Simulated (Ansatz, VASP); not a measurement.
Sb: VASP beside Ansatz

File INCAR:

```
SYSTEM = Sb
PREC = Accurate ; ENCUT = 520
EDIFF = 1E-6 ; ISMEAR = -1
SIGMA = 0.05 ; LREAL = .FALSE.
LASPH = .TRUE. ; NELM = 100
ALGO = Normal ; ISIF = 2
LWAVE = .FALSE. ; LCHARG = .FALSE.
GGA = PS ; NBANDS = 8
```

KPOINTS

```
regular mesh
0
G
  19 19 19
  0 0 0
```

The input POSCAR:

```
Sb
1.0
   -1.5050000000      1.5050000000      2.5296000000
    1.5050000000     -1.5050000000      2.5296000000
    1.5050000000      1.5050000000     -2.5296000000
Sb
1
Direct
    0.0000000000      0.0000000000      0.0000000000
```

Input for Ansatz:

```yaml
crystal:
  lattice:
    - [-1.505, 1.505, 2.5296]
    - [1.505, -1.505, 2.5296]
    - [1.505, 1.505, -2.5296]
  atoms:
    - { symbol: Sb, position: [0.0, 0.0, 0.0] }
kpoints:
  mp_grid: { grid: [19, 19, 19] }
  band_path:
    path:
      - [0.0, 0.0, 0.0]
      - [0.0, 0.0, 0.5]
      - [0.25, 0.25, 0.25]
      - [0.0, 0.5, 0.0]
      - [0.0, 0.0, 0.0]
      - [0.5, 0.5, -0.5]
      - [0.3384930784, 0.6615069216, -0.3384930784]
      - [-0.3384930784, 0.3384930784, 0.3384930784]
      - [0.0, 0.0, 0.0]
    npoints: 5
scf:
  occupations: { method: fermi_dirac, width: 0.05 }
hamiltonian:
  xc: pbesol
  pseudopotentials: { kind: all_electron, lapw: { basis_error: 0.00025 } }
output:
  forces: true
  stress: true
  eigenvalues: true
```

Change from the starting cell: zz strain of +2 %.

Alike in both runs: task single point; functional PBEsol; k mesh 19 × 19 × 19; occupations fermi-dirac, width 0.05 eV; no spin polarisation.

|  | VASP | Ansatz |
| --- | --- | --- |
| version | VASP 6.6.1 | Ansatz 0.2.0 |
| potentials or method | VASP PAW PBE potentials, release 64 (Sb), cutoff 520 eV | all-electron LAPW, scalar-relativistic |

|  | VASP | Ansatz | Ansatz less VASP |
| --- | --- | --- | --- |
| pressure (GPa) | 13.1 | 12.9 | -0.17 |
| traceless stress, the component that is largest in VASP (GPa) | -1.41 | -1.29 | +0.123 |

VASP's potentials were made for PBE, not for PBEsol. Ansatz ran all-electron here, and VASP with PAW potentials.

Spin-orbit coupling is off throughout.
